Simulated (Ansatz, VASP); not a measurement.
**Two plane-wave programs on Ga3H**

```
Ga H
1.0
     0.00000    3.13991    3.13991
     3.13991    0.00000    3.13991
     3.13991    3.13991    0.00000
Ga H
3 1
Direct
  0.25000 0.25000 0.25000
  0.50000 0.50000 0.50000
  0.75000 0.75000 0.75000
  0.00000 0.00000 0.00000
```

Change from the starting cell: species swapped into the YMg3 type (Fm-3m, No. 225).

Alike in both runs: functional PBE; k mesh 6 × 6 × 6; occupations gaussian, width 0.1 eV; no spin polarisation.

Ansatz relaxed the structure, and its values are those at the end. VASP's run is a single point on that final structure, the one shown.

|  | VASP | Ansatz |
| --- | --- | --- |
| version | VASP 6.6.1 | Ansatz 0.2.0 |
| potentials or method | VASP PAW PBE potentials, release 64 (Ga_d, H), cutoff 520 eV | scalar-relativistic, plane waves, PAW |
| valence electrons in the cell | 40 | 40 |

VASP gave:

* gap on the k mesh at the Fermi level (eV): none
* pressure (GPa): 0.2

Question: What did Ansatz give for the same quantities?

Answer: gap on the k mesh at the Fermi level (eV): none; pressure (GPa): 0.1.

A gap of «none» marks a metal or a gap that the smearing closes.
